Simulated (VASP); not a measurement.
# KGeIr in VASP: single point with PBE

Aim: the single point of KGeIr with PBE.

Program: VASP 6.6.1. These are calculated values, not measurements. Logs are shortened: lines on timing, memory, paths and dates and some standing lists are left out, and cuts for length are marked.

## (1) The cell of the first run

The cell holds a sheet with vacuum, 3 atoms: a = 4.721 Å, b = 4.721 Å, c = 28.857 Å, α = 90.00°, β = 90.00°, γ = 90.00°.

## (2) Single point, PBE

INCAR reads:

```
PREC = Accurate
ENCUT = 420
EDIFF = 1E-6
ISMEAR = 0
SIGMA = 0.01
LREAL = False
LASPH = True
NELM = 120
ALGO = Normal
ISIF = 2
LWAVE = False
LCHARG = False
LDIPOL = True
IDIPOL = 3
DIPOL = 0.5 0.5 0.296
GGA = PE
NBANDS = 27
GGA_COMPAT = False
NELMDL = -8
```

KPOINTS reads:

```
regular mesh
0
Gamma
  8 8 1
```

POSCAR reads:

```
KGeIr
1.0
    4.7206650867      0.0000000000      0.0000000000
    0.0000000000      4.7206650867      0.0000000000
    0.0000000000      0.0000000000     28.8569356000
K Ge Ir
1 1 1
Direct
    0.0000000000      0.0000000000      0.2760497971
    0.5000000000      0.5000000000      0.3437457618
    0.5000000000      0.5000000000      0.2682405193
```

Potentials or basis: VASP PAW PBE potentials, release 64 (K_sv, Ge_d, Ir_sv_GW).

On the command line:

```console
> cat potpaw_PBE.64/K_sv/POTCAR potpaw_PBE.64/Ge_d/POTCAR potpaw_PBE.64/Ir_sv_GW/POTCAR > POTCAR
> mpirun -np 1 vasp_std > vasp.out
```

OUTCAR:

```text
PREC = Accurate
   ENCUT = 420
   EDIFF = 1E-6
   ISMEAR = 0
   LREAL = False
   LASPH = True
   NELM = 120
   ISIF = 2
   GGA = PE
   NELMDL = -8

 ion  position               nearest neighbor table
   1  0.000  0.000  0.276-   3 3.35   3 3.35   3 3.35   3 3.35
   2  0.500  0.500  0.344-   3 2.18
   3  0.500  0.500  0.268-   2 2.18   1 3.35   1 3.35   1 3.35   1 3.35

  LATTYP: Found a simple tetragonal cell.
 ALAT       =     4.7206650867
 C/A-ratio  =     6.1128961852

  Lattice vectors:

 A1 = (   4.7206650867,   0.0000000000,   0.0000000000)
 A2 = (   0.0000000000,   4.7206650867,   0.0000000000)
 A3 = (   0.0000000000,   0.0000000000,  28.8569356000)

Analysis of symmetry for initial positions (statically):
=====================================================================
 Subroutine PRICEL returns:
 Original cell was already a primitive cell.

 Routine SETGRP: Setting up the symmetry group for a
 simple tetragonal supercell.

 Subroutine GETGRP returns: Found  8 space group operations
 (whereof  8 operations were pure point group operations)
 out of a pool of 16 trial point group operations.

The static configuration has the point symmetry C_4v.

Analysis of symmetry for dynamics (positions and initial velocities):
=====================================================================
 Subroutine PRICEL returns:
 Original cell was already a primitive cell.

 Routine SETGRP: Setting up the symmetry group for a
 simple tetragonal supercell.

 Subroutine GETGRP returns: Found  8 space group operations
 (whereof  8 operations were pure point group operations)
 out of a pool of 16 trial point group operations.

The dynamic configuration has the point symmetry C_4v.

 Subroutine INISYM returns: Found  8 space group operations
 (whereof  8 operations are pure point group operations),
 and found     1 'primitive' translations

----------------------------------------------------------------------------------------

                                     Primitive cell

  volume of cell :     643.0675

  direct lattice vectors                    reciprocal lattice vectors
     4.720665087  0.000000000  0.000000000     0.211834558  0.000000000  0.000000000
     0.000000000  4.720665087  0.000000000     0.000000000  0.211834558  0.000000000
     0.000000000  0.000000000 28.856935600     0.000000000  0.000000000  0.034653714

  length of vectors
     4.720665087  4.720665087 28.856935600     0.211834558  0.211834558  0.034653714

  position of ions in fractional coordinates (direct lattice)
     0.000000000  0.000000000  0.276049797
     0.500000000  0.500000000  0.343745762
     0.500000000  0.500000000  0.268240519

  ion indices of the primitive-cell ions
   primitive index   ion index
                 1           1
                 2           2
                 3           3

----------------------------------------------------------------------------------------

 KPOINTS: regular mesh

Automatic generation of k-mesh.
 Grid dimensions read from file:
 generate k-points for:    8    8    1

 Generating k-lattice:

  Cartesian coordinates                     Fractional coordinates (reciprocal lattice)
     0.026479320  0.000000000  0.000000000     0.125000000  0.000000000  0.000000000
     0.000000000  0.026479320  0.000000000     0.000000000  0.125000000  0.000000000
     0.000000000  0.000000000  0.034653714     0.000000000  0.000000000  1.000000000

  Length of vectors
     0.026479320  0.026479320  0.034653714

  Shift w.r.t. Gamma in fractional coordinates (k-lattice)
     0.000000000  0.000000000  0.000000000

 Subroutine IBZKPT returns following result:
 ===========================================

 Found     15 irreducible k-points:

 Following reciprocal coordinates:
            Coordinates               Weight
  0.000000  0.000000  0.000000      1.000000
  0.125000  0.000000  0.000000      4.000000
  0.250000  0.000000  0.000000      4.000000
  0.375000  0.000000  0.000000      4.000000
  0.500000  0.000000  0.000000      2.000000
  0.125000  0.125000  0.000000      4.000000
  0.250000  0.125000  0.000000      8.000000
  0.375000  0.125000  0.000000      8.000000
  0.500000  0.125000  0.000000      4.000000
  0.250000  0.250000  0.000000      4.000000
  0.375000  0.250000  0.000000      8.000000
  0.500000  0.250000  0.000000      4.000000
  0.375000  0.375000  0.000000      4.000000
  0.500000  0.375000  0.000000      4.000000
  0.500000  0.500000  0.000000      1.000000
   k-points           NKPTS =     15   k-points in BZ     NKDIM =     15   number of bands    NBANDS=     27
   number of dos      NEDOS =    301   number of ions     NIONS =      3
   total plane-waves  NPLWV = 200704
   dimension x,y,z NGX =    32 NGY =   32 NGZ =  196
   dimension x,y,z NGXF=    64 NGYF=   64 NGZF=  392
   ions per type =               1   1   1
   NGX,Y,Z   is equivalent  to a cutoff of  11.27, 11.27, 11.29 a.u.
   NGXF,Y,Z  is equivalent  to a cutoff of  22.54, 22.54, 22.58 a.u.
 SYSTEM =  unknown system
   PREC   = accura    normal or accurate (medium, high low for compatibility)
   ISTART =      0    job   : 0-new  1-cont  2-samecut
   ICHARG =      2    charge: 1-file 2-atom 10-const
   ISPIN  =      1    spin polarized calculation?
   LNONCOLLINEAR =      F non collinear calculations
   LSORBIT =      F    spin-orbit coupling
   LASPH  =      T    aspherical Exc in radial PAW
   ENCUT  =  420.0 eV  30.87 Ry    5.56 a.u.   7.89  7.89 48.22*2*pi/ulx,y,z
   NELM   =    120;   NELMIN=  2; NELMDL= -8     # of ELM steps
   EDIFF  = 0.1E-05   stopping-criterion for ELM
   LREAL  =      F    real-space projection
   EDIFFG = 0.1E-04   stopping-criterion for IOM
   NSW    =      0    number of steps for IOM
   IBRION =     -1    ionic relax: 0-MD 1-quasi-New 2-CG
   NFREE  =      0    steps in history (QN), initial steepest desc. (CG)
   ISIF   =      2    stress and relaxation
   ISYM   =      2    0-nonsym 1-usesym 2-fastsym
   POTIM  = 0.5000    time-step for ionic-motion
   TEBEG  =    0.0;   TEEND  =   0.0 temperature during run
   PSTRESS=    0.0 pullay stress
   NELECT =      40.0000    total number of electrons
   NUPDOWN=      -1.0000    fix difference up-down
   EMIN   =  10.00;   EMAX   =-10.00  energy-range for DOS
   EFERMI =   0.00;   METHOD = LEGACY
   ISMEAR =     0;   SIGMA  =   0.01  broadening in eV -4-tet -1-fermi 0-gaus
   EFERMI_NEDOS =   21; number of points for ismear=-14 and -15
   IALGO  =     38    algorithm
   IMIX   =      4    mixing-type and parameters
     AMIX     =   0.40;   BMIX     =  1.00
     AMIX_MAG =   1.60;   BMIX_MAG =  1.00
  volume/ion in A,a.u.               =     214.36      1446.54
  Fermi-wavevector in a.u.,A,eV,Ry     =   0.648648  1.225768  5.724578  0.420745
  Thomas-Fermi vector in A             =   1.717349
   LORBIT       =      0    0 simple, 1 ext, 2 COOP (PROOUT), +10 PAW based schemes
   GGA     = PE    functional components
   LHFCALC =     F    Hartree Fock is set to
   AEXX    =    0.0000 exact exchange contribution
   IVDW    =     0    specifies the selected vdW correction
   LEPSILON=     F    determine dielectric tensor
   LRPA    =     F    only Hartree local field effects (RPA)
 non-spin polarized calculation
 Gauss-broadening in eV      SIGMA  =   0.01
  energy-cutoff  :      420.00
  volume of cell :      643.07
 maximum number of plane-waves:     12632
 NGX is ok and might be reduce to    32
   NGX = 15   NGY = 15   NGZ = 97

 dipolmoment           0.000000      0.000000     -0.463676 electrons x Angstroem

 number of electron      40.0000012 magnetization

 dipolmoment           0.000000      0.000000      0.046328 electrons x Angstroem

 Free energy of the ion-electron system (eV)
  ---------------------------------------------------
  ext. energy  EPLUGINS =         0.00000000
  ---------------------------------------------------
  free energy    TOTEN  =       -11.67853778 eV

  energy without entropy =      -11.67853778  energy(sigma->0) =      -11.67853778

 E-fermi :  -2.8028     XC(G=0):  -1.7378

 val. band max:       -2.8714953460   @ k =   0.5000   0.5000   0.0000
 cond. band min:      -2.7412934271   @ k =   0.5000   0.0000   0.0000
 fundamental gap:      0.1302019189
 Fermi energy:        -2.8028484409

 k-point     1 :       0.0000    0.0000    0.0000
  band No.  band energies     occupation
      1     -93.2973      2.00000
      2     -50.8663      2.00000
      3     -49.9481      2.00000
      4     -49.9481      2.00000
      5     -32.7008      2.00000
      6     -27.3206      2.00000
[... 19 lines left out ...]
     26       1.0385      0.00000
     27       1.3349      0.00000

 k-point     2 :       0.1250    0.0000    0.0000
  band No.  band energies     occupation
      1     -93.2973      2.00000
      2     -50.8663      2.00000
      3     -49.9481      2.00000
      4     -49.9481      2.00000
      5     -32.7006      2.00000
      6     -27.3206      2.00000
[... 19 lines left out ...]
     26       1.1605      0.00000
     27       1.4386      0.00000

 k-point     3 :       0.2500    0.0000    0.0000
  band No.  band energies     occupation
      1     -93.2973      2.00000
      2     -50.8663      2.00000
      3     -49.9483      2.00000
      4     -49.9481      2.00000
      5     -32.6999      2.00000
      6     -27.3207      2.00000
[... 19 lines left out ...]
     26       1.3038      0.00000
     27       1.4390      0.00000

 k-point     4 :       0.3750    0.0000    0.0000
  band No.  band energies     occupation
      1     -93.2973      2.00000
      2     -50.8663      2.00000
      3     -49.9484      2.00000
      4     -49.9481      2.00000
      5     -32.6993      2.00000
      6     -27.3207      2.00000
[... 19 lines left out ...]
     26       1.6180      0.00000
     27       1.8499      0.00000
[... 246 lines left out ...]
      4     -49.9484      2.00000
      5     -32.6984      2.00000
      6     -27.3208      2.00000
[... 19 lines left out ...]
     26       1.6668      0.00000
     27       2.3150      0.00000

 k-point    14 :       0.5000    0.3750    0.0000
  band No.  band energies     occupation
      1     -93.2973      2.00000
      2     -50.8663      2.00000
      3     -49.9485      2.00000
      4     -49.9485      2.00000
      5     -32.6983      2.00000
      6     -27.3208      2.00000
[... 19 lines left out ...]
     26       1.4861      0.00000
     27       2.5751      0.00000

 k-point    15 :       0.5000    0.5000    0.0000
  band No.  band energies     occupation
      1     -93.2973      2.00000
      2     -50.8663      2.00000
      3     -49.9484      2.00000
      4     -49.9484      2.00000
      5     -32.6981      2.00000
      6     -27.3207      2.00000
[... 19 lines left out ...]
     26       1.2905      0.00000
     27       2.6110      0.00000

------------------------ aborting loop because EDIFF is reached ----------------------------------------

 vacuum level on the upper side and lower side of the slab       (xc-potential included)         0.094        -0.250

  FORCE on cell =-STRESS in cart. coord.  units (eV):
  Direction    XX          YY          ZZ          XY          YZ          ZX
  --------------------------------------------------------------------------------------
  -------------------------------------------------------------------------------------
  Total       -0.2244760     -0.2244760     -0.2735695      0.0000000      0.0000000      0.0000000
  in kB       -0.5592730     -0.5592730     -0.6815876      0.0000000      0.0000000      0.0000000
  external PRESSURE =      -0.6000445 kB  Pullay stress =       0.0000000 kB

 VOLUME and BASIS-vectors are now :
 -----------------------------------------------------------------------------
  energy-cutoff  :      420.00
  volume of cell :      643.07
      direct lattice vectors                 reciprocal lattice vectors
     4.720665087  0.000000000  0.000000000     0.211834558  0.000000000  0.000000000
     0.000000000  4.720665087  0.000000000     0.000000000  0.211834558  0.000000000
     0.000000000  0.000000000 28.856935600     0.000000000  0.000000000  0.034653714

 POSITION                                       TOTAL-FORCE (eV/Angst)
 -----------------------------------------------------------------------------------
      0.00000      0.00000      7.96595         0.000000      0.000000     -0.001353
      2.36033      2.36033      9.91945         0.000000     -0.000000     -0.000577
      2.36033      2.36033      7.74060         0.000000     -0.000000      0.001930
 -----------------------------------------------------------------------------------
    total drift:                                0.000000      0.000000      0.002142

  FREE ENERGIE OF THE ION-ELECTRON SYSTEM (eV)
  ---------------------------------------------------
  free  energy   TOTEN  =       -11.6785377837 eV

  energy  without entropy=      -11.6785377837  energy(sigma->0) =      -11.67853778

 vacuum level on the upper side and lower side of the slab         0.943         0.580
```

It took 5.4 min on 1 thread of Intel Xeon Platinum 8488C (Sapphire Rapids), shared host; peak memory 0.61 GiB.

Results:

```
Free energy            : -11.6785 eV
Band gap on the k mesh : 0.13 eV (least direct gap 0.19 eV)
```

Levels at points of the mesh, in eV from the valence-band top:
```csv
k point,band 18,band 19,band 20,band 21,band 22,band 23
"(0.00, 0.00, 0.00)",-1.65,-0.68,-0.39,1.34,1.76,1.76
"(0.50, 0.00, 0.00)",-0.91,-0.22,-0.06,0.13,1.84,1.92
"(0.50, 0.50, 0.00)",-0.54,-0.53,0.00,0.63,0.63,2.63
```

Caveat: spin-orbit coupling is left out, which moves the levels of the heavy elements.
